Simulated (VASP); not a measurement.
# W (P6_3/mmc) in VASP: further runs

W is run at these levels: BLYP; tasks: single point.

Everything below comes from runs of VASP 6.6.1. Logs are shortened: lines on timing, memory, paths and dates and some standing lists are left out, and cuts for length are marked.

### Step 1. The cell of the first run

Symmetry: P6_3/mmc, No. 194, hexagonal system. Conventional cell: a = 2.804 Å, b = 2.804 Å, c = 5.031 Å, α = 90.00°, β = 90.00°, γ = 120.00°. W (site symmetry -6m2) has 12 W at 2.80 to 2.99 Å within 3.7 Å.

### Step 2. Single point, BLYP

INCAR reads:

```
AGGAC = 1.0
AGGAX = 1.0
ALDAC = 0.0
ALDAX = 1.0
ALGO = Normal
EDIFF = 1E-7
ENCUT = 520
GGA = B5
ISIF = 2
ISMEAR = -1
LASPH = T
LCHARG = F
LREAL = F
LWAVE = F
NBANDS = 21
NELM = 100
PREC = Accurate
SIGMA = 0.1
```

KPOINTS reads:

```
k-points
0
Gamma
  13 13 7
```

POSCAR reads:

```
W
1.0
    2.8035413945      0.0000000000      0.0000000000
   -1.4017706973      2.4279380682      0.0000000000
    0.0000000000      0.0000000000      5.0310983963
W
2
Direct
    0.3333333333      0.6666666667      0.2500000000
    0.6666666667      0.3333333333      0.7500000000
```

Potentials or basis: VASP PAW PBE potentials, release 64 (W_sv).

On the command line:

```console
$ cat potpaw_PBE.64/W_sv/POTCAR > POTCAR
$ mpirun -np 1 vasp_std > vasp.out
```

OUTCAR:

```text
EDIFF = 1E-7
   ENCUT = 520
   GGA = B5
   ISIF = 2
   ISMEAR = -1
   LASPH = T
   LREAL = F
   NELM = 100
   PREC = Accurate

 ion  position               nearest neighbor table
   1  0.333  0.667  0.250-   2 2.99   2 2.99   2 2.99   2 2.99   2 2.99   2 2.99
   2  0.667  0.333  0.750-   1 2.99   1 2.99   1 2.99   1 2.99   1 2.99   1 2.99

  LATTYP: Found a hexagonal cell.
 ALAT       =     2.8035413945
 C/A-ratio  =     1.7945511367

  Lattice vectors:

 A1 = (   2.8035413945,   0.0000000000,   0.0000000000)
 A2 = (  -1.4017706973,   2.4279380682,   0.0000000000)
 A3 = (   0.0000000000,   0.0000000000,   5.0310983963)

Analysis of symmetry for initial positions (statically):
=====================================================================
 Subroutine PRICEL returns:
 Original cell was already a primitive cell.

 Routine SETGRP: Setting up the symmetry group for a
 hexagonal supercell.

 Subroutine GETGRP returns: Found 24 space group operations
 (whereof 12 operations were pure point group operations)
 out of a pool of 24 trial point group operations.

The static configuration has the point symmetry D_3d.
 The point group associated with its full space group is D_6h.

Analysis of symmetry for dynamics (positions and initial velocities):
=====================================================================
 Subroutine PRICEL returns:
 Original cell was already a primitive cell.

 Routine SETGRP: Setting up the symmetry group for a
 hexagonal supercell.

 Subroutine GETGRP returns: Found 24 space group operations
 (whereof 12 operations were pure point group operations)
 out of a pool of 24 trial point group operations.

The dynamic configuration has the point symmetry D_3d.
 The point group associated with its full space group is D_6h.

 Subroutine INISYM returns: Found 24 space group operations
 (whereof 12 operations are pure point group operations),
 and found     1 'primitive' translations

----------------------------------------------------------------------------------------

                                     Primitive cell

  volume of cell :      34.2458

  direct lattice vectors                    reciprocal lattice vectors
     2.803541394  0.000000000  0.000000000     0.356691719  0.205936060  0.000000000
    -1.401770697  2.427938068  0.000000000     0.000000000  0.411872120  0.000000000
     0.000000000  0.000000000  5.031098396     0.000000000  0.000000000  0.198763753

[... 74 lines left out ...]
   PREC   = accura    normal or accurate (medium, high low for compatibility)
   ISTART =      0    job   : 0-new  1-cont  2-samecut
   ICHARG =      2    charge: 1-file 2-atom 10-const
   ISPIN  =      1    spin polarized calculation?
   LNONCOLLINEAR =      F non collinear calculations
   LSORBIT =      F    spin-orbit coupling
   LASPH  =      T    aspherical Exc in radial PAW
   ENCUT  =  520.0 eV  38.22 Ry    6.18 a.u.   5.21  5.21  9.35*2*pi/ulx,y,z
   NELM   =    100;   NELMIN=  2; NELMDL= -5     # of ELM steps
   EDIFF  = 0.1E-06   stopping-criterion for ELM
   LREAL  =      F    real-space projection
   EDIFFG = 0.1E-05   stopping-criterion for IOM
   NSW    =      0    number of steps for IOM
   IBRION =     -1    ionic relax: 0-MD 1-quasi-New 2-CG
   NFREE  =      0    steps in history (QN), initial steepest desc. (CG)
   ISIF   =      2    stress and relaxation
   ISYM   =      2    0-nonsym 1-usesym 2-fastsym
   POTIM  = 0.5000    time-step for ionic-motion
   TEBEG  =    0.0;   TEEND  =   0.0 temperature during run
   PSTRESS=    0.0 pullay stress
   NELECT =      28.0000    total number of electrons
   NUPDOWN=      -1.0000    fix difference up-down
   EMIN   =  10.00;   EMAX   =-10.00  energy-range for DOS
   EFERMI =   0.00;   METHOD = LEGACY
   ISMEAR =    -1;   SIGMA  =   0.10  broadening in eV -4-tet -1-fermi 0-gaus
   EFERMI_NEDOS =   21; number of points for ismear=-14 and -15
   IALGO  =     38    algorithm
   IMIX   =      4    mixing-type and parameters
     AMIX     =   0.40;   BMIX     =  1.00
     AMIX_MAG =   1.60;   BMIX_MAG =  1.00
  volume/ion in A,a.u.               =      17.12       115.55
  Fermi-wavevector in a.u.,A,eV,Ry     =   1.530823  2.892836 31.884162  2.343420
  Thomas-Fermi vector in A             =   2.638253
   LORBIT       =      0    0 simple, 1 ext, 2 COOP (PROOUT), +10 PAW based schemes
   GGA     = B5    functional components
   LHFCALC =     F    Hartree Fock is set to
   AEXX    =    0.0000 exact exchange contribution
   IVDW    =     0    specifies the selected vdW correction
   LEPSILON=     F    determine dielectric tensor
   LRPA    =     F    only Hartree local field effects (RPA)
 non-spin polarized calculation
  energy-cutoff  :      520.00
  volume of cell :       34.25
 maximum number of plane-waves:       935
 NGX is ok and might be reduce to    24
   NGX = 11   NGY = 11   NGZ = 19

 number of electron      28.0000000 magnetization

 Free energy of the ion-electron system (eV)
  ---------------------------------------------------
  ext. energy  EPLUGINS =         0.00000000
  ---------------------------------------------------
  free energy    TOTEN  =       -21.69085610 eV

  energy without entropy =      -21.62090182  energy(sigma->0) =      -21.65587896

 E-fermi :  10.5805     XC(G=0): -12.5444

 val. band max:       10.5649505418   @ k =   0.3846   0.0769   0.4286
 cond. band min:      10.5823283191   @ k =   0.0000   0.0000   0.1429
 fundamental gap:      0.0173777773
 Fermi energy:        10.5804997182

 k-point     1 :       0.0000    0.0000    0.0000
  band No.  band energies     occupation
      1     -62.8393      2.00000
      2     -62.7808      2.00000
      3     -27.7605      2.00000
      4     -26.9744      2.00000
      5     -26.7560      2.00000
      6     -26.7560      2.00000
[... 565 lines left out ...]
     20      15.8254      0.00000
     21      19.4258      0.00000

 [... further k-points ...]
[... 5 lines left out ...]
  --------------------------------------------------------------------------------------
  -------------------------------------------------------------------------------------
  Total        0.3368677      0.3368677      0.2288879     -0.0000000      0.0000000      0.0000000
  in kB       15.7602325     15.7602325     10.7084352     -0.0000000      0.0000000      0.0000000
  external PRESSURE =      14.0763001 kB  Pullay stress =       0.0000000 kB

 VOLUME and BASIS-vectors are now :
 -----------------------------------------------------------------------------
  energy-cutoff  :      520.00
  volume of cell :       34.25
      direct lattice vectors                 reciprocal lattice vectors
     2.803541394  0.000000000  0.000000000     0.356691719  0.205936060  0.000000000
    -1.401770697  2.427938068  0.000000000     0.000000000  0.411872120  0.000000000
     0.000000000  0.000000000  5.031098396     0.000000000  0.000000000  0.198763753

 POSITION                                       TOTAL-FORCE (eV/Angst)
 -----------------------------------------------------------------------------------
     -0.00000      1.61863      1.25777         0.000000     -0.000000      0.000000
      1.40177      0.80931      3.77332        -0.000000      0.000000      0.000000
 -----------------------------------------------------------------------------------
    total drift:                               -0.000000      0.000000     -0.000000

  FREE ENERGIE OF THE ION-ELECTRON SYSTEM (eV)
  ---------------------------------------------------
  free  energy   TOTEN  =       -21.6908561043 eV

  energy  without entropy=      -21.6209018163  energy(sigma->0) =      -21.65587896
```

Wall time 61 s (1 thread of AMD EPYC 9R45 (Zen 5), shared host); peak memory 0.15 GiB.

Results:

```yaml
Free_energy: -21.6909 eV
Pressure: 1.4 GPa
Band_gap_on_the_k_mesh: zero (band 14 reaches 11.73 eV, above the bottom of band 15 at 10.16 eV)
```

Caveat: the PAW data sets were made with another functional, which shifts forces and pressure a little; spin-orbit coupling is left out, which moves the levels of the heavy elements.

### Step 3. Single point, BLYP (volume scaled by 0.88)

INCAR reads:

```
PREC = Accurate
ENCUT = 520
EDIFF = 1E-6
ISMEAR = -1
SIGMA = 0.1
LREAL = F
LASPH = T
NELM = 80
ALGO = Normal
ISIF = 2
LWAVE = F
LCHARG = F
GGA = B5
ALDAX = 1.0
AGGAX = 1.0
AGGAC = 1.0
ALDAC = 0.0
NBANDS = 21
```

KPOINTS reads:

```
Automatic mesh
0
Gamma
  15 15 7
```

POSCAR reads:

```
W
1.0
    2.6865887815      0.0000000000      0.0000000000
   -1.3432943908      2.3266541343      0.0000000000
    0.0000000000      0.0000000000      4.8212209518
W
2
Direct
    0.3333333333      0.6666666667      0.2500000000
    0.6666666667      0.3333333333      0.7500000000
```

Potentials or basis: VASP PAW PBE potentials, release 64 (W_sv).

On the command line:

```console
$ cat potpaw_PBE.64/W_sv/POTCAR > POTCAR
$ mpirun -np 1 vasp_std > vasp.out
```

It took 50 s on 1 thread of AMD EPYC 9R45 (Zen 5), shared host; peak memory 0.14 GiB.

The run converged. Its results:

| Item | Value |
| --- | --- |
| Free energy | -21.1527 eV |
| Pressure | 44.7 GPa |
| Band gap on the k mesh | zero (band 14 reaches 13.76 eV, above the bottom of band 15 at 11.94 eV) |

Stress tensor (GPa, compression positive):
```
48.22  0.00  0.00
 0.00 48.22  0.00
 0.00  0.00 37.53
```

Levels at points of the mesh, in eV from the Fermi level:
```tsv
k point	band 10	band 11	band 12	band 13	band 14	band 15	band 16	band 17	band 18	band 19
(0.00, 0.00, 0.00)	-6.32	-2.13	-0.63	-0.63	-0.01	-0.01	0.13	2.15	2.15	4.66
```

Caveat: the PAW data sets were made with another functional, which shifts forces and pressure a little; spin-orbit coupling is left out, which moves the levels of the heavy elements.

### Step 4. Single point, BLYP (volume scaled by 0.92)

INCAR reads:

```
  PREC = Accurate
  ENCUT = 520
  EDIFF = 1E-6
  ISMEAR = -1
  SIGMA = 0.1
  LREAL = False
  LASPH = True
  NELM = 60
  ALGO = Normal
  ISIF = 2
  LWAVE = False
  LCHARG = True
  GGA = B5
  ALDAX = 1.0
  AGGAX = 1.0
  AGGAC = 1.0
  ALDAC = 0.0
  LELF = True
  LVHAR = True
  NBANDS = 21
```

KPOINTS reads:

```
regular mesh
0
Gamma
  15 15 7
```

POSCAR reads:

```
W
1.0
    2.7266930341      0.0000000000      0.0000000000
   -1.3633465171      2.3613854359      0.0000000000
    0.0000000000      0.0000000000      4.8931900839
W
2
Direct
    0.3333333333      0.6666666667      0.2500000000
    0.6666666667      0.3333333333      0.7500000000
```

Potentials or basis: VASP PAW PBE potentials, release 64 (W_sv).

On the command line:

```console
$ cat potpaw_PBE.64/W_sv/POTCAR > POTCAR
$ mpirun -np 1 vasp_std > vasp.out
```

OUTCAR:

```text
PREC = Accurate
   ENCUT = 520
   EDIFF = 1E-6
   ISMEAR = -1
   LREAL = False
   LASPH = True
   NELM = 60
   ISIF = 2
   GGA = B5

 ion  position               nearest neighbor table
   1  0.333  0.667  0.250-   2 2.91   2 2.91   2 2.91   2 2.91   2 2.91   2 2.91
   2  0.667  0.333  0.750-   1 2.91   1 2.91   1 2.91   1 2.91   1 2.91   1 2.91

  LATTYP: Found a hexagonal cell.
 ALAT       =     2.7266930341
 C/A-ratio  =     1.7945511367

  Lattice vectors:

 A1 = (   2.7266930341,   0.0000000000,   0.0000000000)
 A2 = (  -1.3633465171,   2.3613854359,   0.0000000000)
 A3 = (   0.0000000000,   0.0000000000,   4.8931900839)

Analysis of symmetry for initial positions (statically):
=====================================================================
 Subroutine PRICEL returns:
 Original cell was already a primitive cell.

 Routine SETGRP: Setting up the symmetry group for a
 hexagonal supercell.

 Subroutine GETGRP returns: Found 24 space group operations
[... 153 lines left out ...]
 maximum number of plane-waves:       862
   NGX = 11   NGY = 11   NGZ = 19

 number of electron      28.0000002 magnetization

 Free energy of the ion-electron system (eV)
  ---------------------------------------------------
  ext. energy  EPLUGINS =         0.00000000
  ---------------------------------------------------
  free energy    TOTEN  =       -21.45772807 eV

  energy without entropy =      -21.38906700  energy(sigma->0) =      -21.42339753

 E-fermi :  11.7650     XC(G=0): -12.9983

 val. band max:       11.7537934565   @ k =   0.3333   0.1333   0.1429
 cond. band min:      11.7801733101   @ k =   0.0667   0.0667   0.0000
 fundamental gap:      0.0263798536
 Fermi energy:        11.7649698796

 k-point     1 :       0.0000    0.0000    0.0000
  band No.  band energies     occupation
      1     -61.5483      2.00000
      2     -61.4616      2.00000
      3     -26.6497      2.00000
      4     -25.5962      2.00000
      5     -25.3604      2.00000
      6     -25.3604      2.00000
[... 565 lines left out ...]
     20      20.5520      0.00000
     21      21.5881      0.00000

 [... further k-points ...]
[... 5 lines left out ...]
  --------------------------------------------------------------------------------------
  -------------------------------------------------------------------------------------
  Total        5.7651761      5.7651761      4.4460520     -0.0000000      0.0000000      0.0000000
  in kB      293.1756799    293.1756799    226.0944517     -0.0000000      0.0000000      0.0000000
  external PRESSURE =     270.8152705 kB  Pullay stress =       0.0000000 kB

 VOLUME and BASIS-vectors are now :
 -----------------------------------------------------------------------------
  energy-cutoff  :      520.00
  volume of cell :       31.51
      direct lattice vectors                 reciprocal lattice vectors
     2.726693034  0.000000000  0.000000000     0.366744620  0.211740105  0.000000000
    -1.363346517  2.361385436  0.000000000     0.000000000  0.423480210  0.000000000
     0.000000000  0.000000000  4.893190084     0.000000000  0.000000000  0.204365656

 POSITION                                       TOTAL-FORCE (eV/Angst)
 -----------------------------------------------------------------------------------
     -0.00000      1.57426      1.22330         0.000000     -0.000000      0.000000
      1.36335      0.78713      3.66989        -0.000000      0.000000      0.000000
 -----------------------------------------------------------------------------------
    total drift:                               -0.000000      0.000000     -0.000000

  FREE ENERGIE OF THE ION-ELECTRON SYSTEM (eV)
  ---------------------------------------------------
  free  energy   TOTEN  =       -21.4577280662 eV

  energy  without entropy=      -21.3890670023  energy(sigma->0) =      -21.42339753
```

OSZICAR:

```text
N       E                     dE             d eps       ncg     rms          rms(c)
DAV:   1     0.296425992735E+03    0.29643E+03   -0.17071E+04  4560   0.158E+03
DAV:   2    -0.131321136784E+02   -0.30956E+03   -0.30205E+03  4980   0.467E+02
DAV:   3    -0.224050235993E+02   -0.92729E+01   -0.91045E+01  5149   0.820E+01
DAV:   4    -0.224887934280E+02   -0.83770E-01   -0.83647E-01  4866   0.835E+00
DAV:   5    -0.224897126944E+02   -0.91927E-03   -0.91926E-03  5084   0.875E-01    0.289E+01
DAV:   6    -0.216671906957E+02    0.82252E+00   -0.99005E-01  4859   0.972E+00    0.119E+01
DAV:   7    -0.214631300627E+02    0.20406E+00   -0.52738E-01  5012   0.659E+00    0.589E-01
DAV:   8    -0.214576366724E+02    0.54934E-02   -0.12838E-02  4651   0.115E+00    0.105E-01
DAV:   9    -0.214577232645E+02   -0.86592E-04   -0.25514E-04  5458   0.150E-01    0.691E-02
DAV:  10    -0.214577290515E+02   -0.57870E-05   -0.42545E-05  4754   0.655E-02    0.786E-03
DAV:  11    -0.214577280662E+02    0.98527E-06   -0.28135E-06  4057   0.164E-02
   1 F= -.21457728E+02 E0= -.21423398E+02  d E =-.686611E-01
```

stdout:

```text
POSCAR found type information on POSCAR W
 POSCAR found :  1 types and       2 ions
 scaLAPACK will be used
 -----------------------------------------------------------------------------
|                                                                             |
|                                                                             |
|     You enforced a specific xc type in the INCAR file but a different       |
|     I HOPE YOU KNOW WHAT YOU ARE DOING!                                     |
|                                                                             |
 -----------------------------------------------------------------------------

 LDA part: xc-table for (Slater(with rela. corr.)+VWN5), standard interpolation
 POSCAR, INCAR and KPOINTS ok, starting setup
 FFT: planning ... GRIDC
 FFT: planning ... GRID_SOFT
 FFT: planning ... GRID
 WAVECAR not read
 entering main loop
```

Wall time 50 s (1 thread of AMD EPYC 9R45 (Zen 5), shared host); peak memory 0.15 GiB.

Results:

- Free energy: -21.4577 eV
- Pressure: 27.1 GPa
- Band gap on the k mesh: zero (band 14 reaches 13.00 eV, above the bottom of band 15 at 11.34 eV)

Caveat: the PAW data sets were made with another functional, which shifts forces and pressure a little; spin-orbit coupling is left out, which moves the levels of the heavy elements.

### Step 5. Single point, BLYP (volume scaled by 0.96)

INCAR reads:

```
PREC     = Accurate       # precision mode
ENCUT    = 520            # plane-wave cutoff, eV
EDIFF    = 1E-6           # SCF threshold, eV
ISMEAR   = -1             # smearing method
SIGMA    = 0.1            # smearing width, eV
LREAL    = F              # projectors in reciprocal space
LASPH    = T              # aspherical terms in the spheres
NELM     = 80             # most SCF steps
ALGO     = Normal         # electronic algorithm
ISIF     = 2              # what is computed and relaxed
LWAVE    = F              # write WAVECAR
LCHARG   = F              # write CHGCAR
GGA      = B5             # functional
ALDAX    = 1.0          
AGGAX    = 1.0          
AGGAC    = 1.0          
ALDAC    = 0.0          
NBANDS   = 21             # bands
```

KPOINTS reads:

```
Automatic mesh
0
Gamma
  15 15 7
```

POSCAR reads:

```
W
1.0
    2.7656510552      0.0000000000      0.0000000000
   -1.3828255276      2.3951240718      0.0000000000
    0.0000000000      0.0000000000      4.9631022449
W
2
Direct
    0.3333333333      0.6666666667      0.2500000000
    0.6666666667      0.3333333333      0.7500000000
```

On the command line:

```console
$ cat potpaw_PBE.64/W_sv/POTCAR > POTCAR
$ mpirun -np 1 vasp_std > vasp.out
```

Wall time 73 s (1 thread of AMD EPYC 9R45 (Zen 5), shared host); peak memory 0.16 GiB.

The run converged. Its results:

* Free energy: -21.6275 eV
* Pressure: 12.9 GPa
* Band gap on the k mesh: zero (band 14 reaches 12.33 eV, above the bottom of band 15 at 10.77 eV)

Stress tensor (GPa, compression positive):
```
14.09  0.00  0.00
 0.00 14.09  0.00
 0.00  0.00 10.59
```

Levels at points of the mesh, in eV from the Fermi level:
```
           k point  band 11  band 12  band 13  band 14  band 15  band 16  band 17  band 18
(0.00, 0.00, 0.00)    -1.86    -0.50    -0.50    -0.07     0.05     0.05     1.96     1.96
```

Caveat: the PAW data sets were made with another functional, which shifts forces and pressure a little; spin-orbit coupling is left out, which moves the levels of the heavy elements.

### Step 6. Summary

| cell | k mesh | gap on the mesh (eV) | pressure (GPa) |
| --- | --- | --- | --- |
| a = 2.804, b = 2.804, c = 5.031 Å, angles 90.0, 90.0, 120.0°, 2 atoms | 13 × 13 × 7 | none | 1.4 |
| a = 2.687, b = 2.687, c = 4.821 Å, angles 90.0, 90.0, 120.0°, 2 atoms | 15 × 15 × 7 | none | 44.7 |
| a = 2.727, b = 2.727, c = 4.893 Å, angles 90.0, 90.0, 120.0°, 2 atoms | 15 × 15 × 7 | none | 27.1 |
| a = 2.766, b = 2.766, c = 4.963 Å, angles 90.0, 90.0, 120.0°, 2 atoms | 15 × 15 × 7 | none | 12.9 |

Alike in all rows: task single point; level BLYP; potentials or basis VASP PAW PBE potentials, release 64 (W_sv); no spin polarisation; cutoff (eV) 520; smearing fermi-dirac 0.1 eV.

Caveats: the PAW data sets were made with another functional, which shifts forces and pressure a little; spin-orbit coupling is left out, which moves the levels of the heavy elements.

Total energies depend on the potentials used, so only differences within one code and one set of settings carry meaning.
